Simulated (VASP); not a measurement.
# PtSe2 in VASP: a series of runs, part 2 of 2

VASP 6.6.1.

### Step 3. Single point, PBE (19.05 Å³/atom)

This run uses another cell than the first one, of 19.05 Å³/atom.

Input file INCAR:

```
PREC     = Accurate       # precision mode
ENCUT    = 520            # plane-wave cutoff, eV
EDIFF    = 1E-6           # SCF threshold, eV
ISMEAR   = -1             # smearing method
SIGMA    = 0.05           # smearing width, eV
LREAL    = F              # projectors in reciprocal space
LASPH    = T              # aspherical terms in the spheres
NELM     = 60             # most SCF steps
ALGO     = Normal         # electronic algorithm
ISIF     = 2              # what is computed and relaxed
LWAVE    = F              # write WAVECAR
LCHARG   = F              # write CHGCAR
GGA      = PE             # functional
NBANDS   = 18             # bands
```

Input file KPOINTS:

```
Automatic mesh
0
Gamma
  8 8 5
```

Input file POSCAR:

```
PtSe2
1.0
    3.6479786689      0.0000000000      0.0000000000
   -1.8239893344      3.1592421997      0.0000000000
    0.0000000000      0.0000000000      4.9586648823
Pt Se
1 2
Direct
    0.0000000000      0.0000000000      0.0000000000
    0.6666666667      0.3333333333      0.7500000000
    0.3333333333      0.6666666667      0.2500000000
```

Potentials or basis: VASP PAW PBE potentials, release 64 (Pt, Se).

Launch:

```sh
cat potpaw_PBE.64/Pt/POTCAR potpaw_PBE.64/Se/POTCAR > POTCAR
mpirun -np 1 vasp_std > vasp.out
```

OUTCAR:

```text
PREC = Accurate
   ENCUT = 520
   EDIFF = 1E-6
   ISMEAR = -1
   LREAL = F
   LASPH = T
   NELM = 60
   ISIF = 2
   GGA = PE

 ion  position               nearest neighbor table
   1  0.000  0.000  0.000-   2 2.44   3 2.44   3 2.44   2 2.44   2 2.44   3 2.44
   2  0.667  0.333  0.750-   1 2.44   1 2.44   1 2.44
   3  0.333  0.667  0.250-   1 2.44   1 2.44   1 2.44

  LATTYP: Found a hexagonal cell.
 ALAT       =     3.6479786689
 C/A-ratio  =     1.3592910848

  Lattice vectors:

 A1 = (   3.6479786689,   0.0000000000,   0.0000000000)
 A2 = (  -1.8239893344,   3.1592421997,   0.0000000000)
 A3 = (   0.0000000000,   0.0000000000,   4.9586648823)

Analysis of symmetry for initial positions (statically):
=====================================================================
 Subroutine PRICEL returns:
 Original cell was already a primitive cell.

 Routine SETGRP: Setting up the symmetry group for a
 hexagonal supercell.

 Subroutine GETGRP returns: Found 12 space group operations
 (whereof 12 operations were pure point group operations)
 out of a pool of 24 trial point group operations.

The static configuration has the point symmetry D_3d.

Analysis of symmetry for dynamics (positions and initial velocities):
=====================================================================
 Subroutine PRICEL returns:
 Original cell was already a primitive cell.

 Routine SETGRP: Setting up the symmetry group for a
 hexagonal supercell.

 Subroutine GETGRP returns: Found 12 space group operations
 (whereof 12 operations were pure point group operations)
 out of a pool of 24 trial point group operations.

The dynamic configuration has the point symmetry D_3d.

 Subroutine INISYM returns: Found 12 space group operations
 (whereof 12 operations are pure point group operations),
 and found     1 'primitive' translations

----------------------------------------------------------------------------------------

                                     Primitive cell

  volume of cell :      57.1479

  direct lattice vectors                    reciprocal lattice vectors
     3.647978669  0.000000000  0.000000000     0.274124410  0.158265802  0.000000000
    -1.823989334  3.159242200  0.000000000     0.000000000  0.316531604  0.000000000
     0.000000000  0.000000000  4.958664882     0.000000000  0.000000000  0.201667187

  length of vectors
     3.647978669  3.647978669  4.958664882     0.316531604  0.316531604  0.201667187

  position of ions in fractional coordinates (direct lattice)
     0.000000000  0.000000000  0.000000000
     0.666666667  0.333333333  0.750000000
     0.333333333  0.666666667  0.250000000

  ion indices of the primitive-cell ions
   primitive index   ion index
                 1           1
                 2           2
                 3           3

----------------------------------------------------------------------------------------

 KPOINTS: Automatic mesh

Automatic generation of k-mesh.
 Grid dimensions read from file:
 generate k-points for:    8    8    5

 Generating k-lattice:

  Cartesian coordinates                     Fractional coordinates (reciprocal lattice)
     0.034265551  0.019783225  0.000000000     0.125000000  0.000000000  0.000000000
     0.000000000  0.039566450  0.000000000     0.000000000  0.125000000  0.000000000
     0.000000000  0.000000000  0.040333437     0.000000000  0.000000000  0.200000000

  Length of vectors
     0.039566450  0.039566450  0.040333437

  Shift w.r.t. Gamma in fractional coordinates (k-lattice)
     0.000000000  0.000000000  0.000000000

 Subroutine IBZKPT returns following result:
 ===========================================

 Found     40 irreducible k-points:

 Following reciprocal coordinates:
            Coordinates               Weight
  0.000000  0.000000  0.000000      1.000000
  0.125000  0.000000  0.000000      6.000000
  0.250000  0.000000  0.000000      6.000000
  0.375000  0.000000  0.000000      6.000000
  0.500000  0.000000  0.000000      3.000000
  0.125000  0.125000  0.000000      6.000000
[... 16 lines left out ...]
 -0.125000  0.500000  0.200000     12.000000
  0.250000  0.250000  0.200000     12.000000
 [... further k-points ...]
   k-points           NKPTS =     40   k-points in BZ     NKDIM =     40   number of bands    NBANDS=     18
   number of dos      NEDOS =    301   number of ions     NIONS =      3
   total plane-waves  NPLWV =  31360
   dimension x,y,z NGX =    28 NGY =   28 NGZ =   40
   dimension x,y,z NGXF=    56 NGYF=   56 NGZF=   80
   ions per type =               1   2
   NGX,Y,Z   is equivalent  to a cutoff of  12.76, 12.76, 13.41 a.u.
   NGXF,Y,Z  is equivalent  to a cutoff of  25.52, 25.52, 26.82 a.u.
 SYSTEM =  unknown system
   PREC   = accura    normal or accurate (medium, high low for compatibility)
   ISTART =      0    job   : 0-new  1-cont  2-samecut
   ICHARG =      2    charge: 1-file 2-atom 10-const
   ISPIN  =      1    spin polarized calculation?
   LNONCOLLINEAR =      F non collinear calculations
   LSORBIT =      F    spin-orbit coupling
   LASPH  =      T    aspherical Exc in radial PAW
   ENCUT  =  520.0 eV  38.22 Ry    6.18 a.u.   6.78  6.78  9.22*2*pi/ulx,y,z
   NELM   =     60;   NELMIN=  2; NELMDL= -5     # of ELM steps
   EDIFF  = 0.1E-05   stopping-criterion for ELM
   LREAL  =      F    real-space projection
[... 7 lines left out ...]
   TEBEG  =    0.0;   TEEND  =   0.0 temperature during run
   PSTRESS=    0.0 pullay stress
   NELECT =      22.0000    total number of electrons
   NUPDOWN=      -1.0000    fix difference up-down
   EMIN   =  10.00;   EMAX   =-10.00  energy-range for DOS
   EFERMI =   0.00;   METHOD = LEGACY
   ISMEAR =    -1;   SIGMA  =   0.05  broadening in eV -4-tet -1-fermi 0-gaus
   EFERMI_NEDOS =   21; number of points for ismear=-14 and -15
   IALGO  =     38    algorithm
   IMIX   =      4    mixing-type and parameters
     AMIX     =   0.40;   BMIX     =  1.00
     AMIX_MAG =   1.60;   BMIX_MAG =  1.00
  volume/ion in A,a.u.               =      19.05       128.55
  Fermi-wavevector in a.u.,A,eV,Ry     =   1.190919  2.250512 19.296996  1.418289
  Thomas-Fermi vector in A             =   2.326993
   LORBIT       =      0    0 simple, 1 ext, 2 COOP (PROOUT), +10 PAW based schemes
   GGA     = PE    functional components
   LHFCALC =     F    Hartree Fock is set to
   AEXX    =    0.0000 exact exchange contribution
   IVDW    =     0    specifies the selected vdW correction
   LEPSILON=     F    determine dielectric tensor
   LRPA    =     F    only Hartree local field effects (RPA)
 non-spin polarized calculation
  energy-cutoff  :      520.00
  volume of cell :       57.15
 maximum number of plane-waves:      1550
 NGX is ok and might be reduce to    28
   NGX = 13   NGY = 13   NGZ = 19

 number of electron      22.0000001 magnetization

 Free energy of the ion-electron system (eV)
  ---------------------------------------------------
  ext. energy  EPLUGINS =         0.00000000
  ---------------------------------------------------
  free energy    TOTEN  =       -13.90900287 eV

  energy without entropy =      -13.90343483  energy(sigma->0) =      -13.90621885

 E-fermi :   7.4965     XC(G=0): -10.9399

 val. band max:        7.3283152597   @ k =   0.1250   0.0000   0.0000
 cond. band min:       7.5096151199   @ k =   0.0000   0.1250   0.2000
 fundamental gap:      0.1812998602
 Fermi energy:         7.4965011041

 k-point     1 :       0.0000    0.0000    0.0000
  band No.  band energies     occupation
      1      -8.8932      2.00000
      2      -5.6801      2.00000
      3      -0.3547      2.00000
      4       0.3775      2.00000
      5       0.3775      2.00000
      6       2.9964      2.00000
[... 10 lines left out ...]
     17      14.6664      0.00000
     18      19.4827      0.00000

 k-point     2 :       0.1250    0.0000    0.0000
  band No.  band energies     occupation
      1      -8.6992      2.00000
      2      -5.7806      2.00000
      3      -0.1353      2.00000
      4       0.5016      2.00000
      5       0.5223      2.00000
      6       2.7382      2.00000
[... 10 lines left out ...]
     17      15.2755      0.00000
     18      17.2766      0.00000
[... 442 lines left out ...]
 k-point    24 :       0.2500    0.2500    0.2000
  band No.  band energies     occupation
      1      -7.0319      2.00000
      2      -6.4698      2.00000
      3       0.1657      2.00000
      4       0.5875      2.00000
      5       1.1739      2.00000
      6       1.9960      2.00000
[... 10 lines left out ...]
     17      15.9609      0.00000
     18      16.6155      0.00000

 [... further k-points ...]

------------------------ aborting loop because EDIFF is reached ----------------------------------------

  FORCE on cell =-STRESS in cart. coord.  units (eV):
  Direction    XX          YY          ZZ          XY          YZ          ZX
  --------------------------------------------------------------------------------------
  -------------------------------------------------------------------------------------
  Total        6.9979450      6.9979450      5.0026068      0.0000000      0.0000000      0.0000000
  in kB      196.1919282    196.1919282    140.2513276      0.0000000      0.0000000      0.0000000
  external PRESSURE =     177.5450613 kB  Pullay stress =       0.0000000 kB

 VOLUME and BASIS-vectors are now :
 -----------------------------------------------------------------------------
  energy-cutoff  :      520.00
  volume of cell :       57.15
      direct lattice vectors                 reciprocal lattice vectors
     3.647978669  0.000000000  0.000000000     0.274124410  0.158265802  0.000000000
    -1.823989334  3.159242200  0.000000000     0.000000000  0.316531604  0.000000000
     0.000000000  0.000000000  4.958664882     0.000000000  0.000000000  0.201667187

 POSITION                                       TOTAL-FORCE (eV/Angst)
 -----------------------------------------------------------------------------------
      0.00000      0.00000      0.00000         0.000000      0.000000      0.000000
      1.82399      1.05308      3.71900        -0.000000      0.000000     -1.484926
     -0.00000      2.10616      1.23967         0.000000     -0.000000      1.484926
 -----------------------------------------------------------------------------------
    total drift:                               -0.000000     -0.000000     -0.000000

  FREE ENERGIE OF THE ION-ELECTRON SYSTEM (eV)
  ---------------------------------------------------
  free  energy   TOTEN  =       -13.9090028700 eV

  energy  without entropy=      -13.9034348270  energy(sigma->0) =      -13.90621885
```

Wall time 75 s (1 thread of AMD EPYC 7R13, shared host); peak memory 0.17 GiB.

Results:

```
Free energy            : -13.9090 eV
Pressure               : 17.8 GPa
Largest force          : 1.485 eV/Å
Band gap on the k mesh : zero (bands 11 and 12 overlap by 0.29 eV)
```

Forces on the atoms (eV/Å):
```
Pt   0.000  0.000  0.000
Se   0.000  0.000 -1.485
Se   0.000  0.000  1.485
```

Levels at points of the mesh, in eV from the Fermi level:
```
           k point  band 7  band 8  band 9  band 10  band 11  band 12  band 13  band 14  band 15  band 16
(0.00, 0.00, 0.00)   -4.50   -2.86   -1.22    -1.22     0.34     1.49     1.49     3.39     4.60     7.17
(0.50, 0.00, 0.00)   -4.13   -3.92   -3.92    -3.81    -3.21     0.63     2.51     4.88     5.76     7.07
```

Caveat: the stress differs along the axes, from 14 to 20 GPa; spin-orbit coupling is left out, which moves the levels of the heavy elements; forces of over 1 eV/Å act on the atoms, so gaps and moduli don't describe the material at rest.

### Step 4. Single point, PBE (atoms moved at random)

Input file INCAR:

```
PREC = Accurate
ENCUT = 520
EDIFF = 1E-6
ISMEAR = -1
SIGMA = 0.05
LREAL = F
LASPH = T
NELM = 80
ALGO = Normal
ISIF = 2
LWAVE = F
LCHARG = T
GGA = PE
LELF = T
LVHAR = T
NBANDS = 18
```

KPOINTS is that of step 3.

Input file POSCAR:

```
PtSe2
1.0
    3.7240000000      0.0000000000      0.0000000000
   -1.8620000000      3.2250786037      0.0000000000
    0.0000000000      0.0000000000      5.0620000000
Pt Se
1 2
Direct
    0.0113330000      0.0226290000      0.0066020000
    0.6503450000      0.3313450000      0.7400010000
    0.3323820000      0.6551270000      0.2463110000
```

Launch:

```sh
cat potpaw_PBE.64/Pt/POTCAR potpaw_PBE.64/Se/POTCAR > POTCAR
mpirun -np 1 vasp_std > vasp.out
```

Wall time 5.1 min (1 thread of AMD EPYC 7R13, shared host); peak memory 0.28 GiB.

Results (log left out):

```yaml
Free_energy: -14.0716 eV
Pressure: 7.2 GPa
Largest_force: 2.033 eV/Å
Band_gap_on_the_k_mesh: zero (bands 11 and 12 overlap by 0.40 eV)
```

Forces in eV/Å, atoms in the order of the input:
```
Pt  -0.312 -1.641 -1.159
Se   0.466  0.514  0.031
Se  -0.155  1.128  1.128
```

Stress tensor (GPa, compression positive):
```
 6.83  0.99 -1.89
 0.99  9.26  1.75
-1.89  1.75  5.56
```

Levels at points of the mesh, in eV from the Fermi level:
```
           k point  band 7  band 8  band 9  band 10  band 11  band 12  band 13  band 14  band 15  band 16
(0.00, 0.00, 0.00)   -4.05   -2.67   -1.07    -0.86     0.36     1.25     1.55     3.60     4.19     7.18
(0.50, 0.00, 0.00)   -3.87   -3.66   -3.38    -3.34    -2.89     0.70     2.22     4.75     5.82     6.88
(0.00, 0.50, 0.00)   -3.81   -3.58   -3.48    -3.42    -2.92     0.61     2.23     4.79     5.83     6.96
(0.50, 0.50, 0.00)   -3.73   -3.63   -3.40    -3.30    -2.86     0.46     2.33     4.79     5.96     7.20
```

Caveat: the cell differs from its parent crystal (atoms moved at random); the cell stands under pressure; spin-orbit coupling is left out, which moves the levels of the heavy elements; forces of over 1 eV/Å act on the atoms, so gaps and moduli don't describe the material at rest.

### Step 5. Single point, PBE-based screened hybrid with 10 % exact exchange

This run uses another cell than the first one, of 20.27 Å³/atom.

Input file POSCAR:

```
PtSe2
1.0
    3.7240000000      0.0000000000      0.0000000000
   -1.8620000000      3.2250786037      0.0000000000
    0.0000000000      0.0000000000      5.0620000000
Pt Se
1 2
Direct
    0.0000000000      0.0000000000      0.0000000000
    0.6666666667      0.3333333333      0.7500000000
    0.3333333333      0.6666666667      0.2500000000
```

Input file INCAR.step1:

```
SYSTEM = PtSe2
PREC = Accurate ; ENCUT = 520
EDIFF = 1E-5 ; ISMEAR = -1
SIGMA = 0.05 ; LREAL = .FALSE.
LASPH = .TRUE. ; NELM = 80
ALGO = Normal ; ISIF = 2
LWAVE = .TRUE. ; LCHARG = .FALSE.
NBANDS = 18 ; GGA = PE
```

Input file INCAR.step2:

```
SYSTEM = PtSe2
PREC = Accurate ; ENCUT = 520
EDIFF = 1E-6 ; ISMEAR = -1
SIGMA = 0.05 ; LREAL = .FALSE.
LASPH = .TRUE. ; NELM = 80
ALGO = Normal ; ISIF = 2
LWAVE = .FALSE. ; LCHARG = .FALSE.
GGA = PE ; LHFCALC = .TRUE.
AEXX = 0.1 ; HFSCREEN = 0.2078699
PRECFOCK = Normal ; NBANDS = 18
ISTART = 1
```

Input file KPOINTS:

```
Automatic mesh
0
G
  5 5 3
  0 0 0
```

Launch:

```sh
cat potpaw_PBE.64/Pt/POTCAR potpaw_PBE.64/Se/POTCAR > POTCAR
cp INCAR.step1 INCAR
mpirun -np 1 vasp_std > vasp.out
cp INCAR.step2 INCAR
mpirun -np 1 vasp_std > vasp.out
```

Run time: 28 min. Hardware: 1 thread of AMD EPYC 7R43 (Zen 3), shared host; peak memory 0.25 GiB.

The run converged. Its results:

- Free energy: -15.3847 eV
- Pressure: 5.3 GPa
- Largest force: 0.343 eV/Å
- Band gap on the k mesh: zero (bands 11 and 12 overlap by 0.04 eV)

Forces in eV/Å, atoms in the order of the input:
```
Pt   0.000  0.000  0.000
Se   0.000  0.000 -0.343
Se   0.000  0.000  0.343
```

Stress tensor (GPa, compression positive):
```
5.81 0.00 0.00
0.00 5.81 0.00
0.00 0.00 4.19
```

Levels at points of the mesh, in eV from the Fermi level:
| k point | band 9 | band 10 | band 11 | band 12 | band 13 | band 14 |
| --- | --- | --- | --- | --- | --- | --- |
| (0.00, 0.00, 0.00) | -1.47 | -1.47 | 0.13 | 1.28 | 1.28 | 3.50 |

Caveat: the k points lie up to 0.41 Å⁻¹ apart; the PAW data sets were made with another functional, which shifts forces and pressure a little; spin-orbit coupling is left out, which moves the levels of the heavy elements.

### Step 6. Summary

| level | spin | cell | k mesh | grid for exact exchange (PRECFOCK) | share of exact exchange | screening parameter | gap on the mesh (eV) | pressure (GPa) | largest force (eV/Å) |
| --- | --- | --- | --- | --- | --- | --- | --- | --- | --- |
| PBE | non-collinear, zero start, SOC | a = 3.674, b = 3.674, c = 4.994 Å, angles 90.0, 90.0, 120.0°, 3 atoms, atomic positions A | 8 × 8 × 5 | - | - | - | - | 14.0 | 1.19 |
| PBE | off | a = 3.648, b = 3.648, c = 4.959 Å, angles 90.0, 90.0, 120.0°, 3 atoms, atomic positions A | 8 × 8 × 5 | - | - | - | none | 17.8 | 1.48 |
| PBE | off | a = 3.724, b = 3.724, c = 5.062 Å, angles 90.0, 90.0, 120.0°, 3 atoms, atomic positions B | 8 × 8 × 5 | - | - | - | none | 7.2 | 2.03 |
| PBE-based screened hybrid with 10 % exact exchange | off | a = 3.724, b = 3.724, c = 5.062 Å, angles 90.0, 90.0, 120.0°, 3 atoms, atomic positions A | 5 × 5 × 3 | Normal | 0.1 | 0.20787 1/Å | none | 5.3 | 0.34 |

Alike in all rows: task single point; potentials or basis VASP PAW PBE potentials, release 64 (Pt, Se); cutoff (eV) 520; smearing fermi-dirac 0.05 eV.

Caveats: some runs use coarse meshes; forces of over 1 eV/Å act on the atoms, so gaps and moduli don't describe the material at rest (at least some runs); spin-orbit coupling is left out, which moves the levels of the heavy elements (at least some runs); the cell stands under pressure (at least some runs); the stress differs along the axes, from 14 to 20 GPa (at least some runs); the PAW data sets were made with another functional, which shifts forces and pressure a little (at least some runs).

Total energies depend on the potentials used, so only differences within one code and one set of settings carry meaning.

The gap in the log of VASP goes by the Fermi energy; the results here count the filled bands.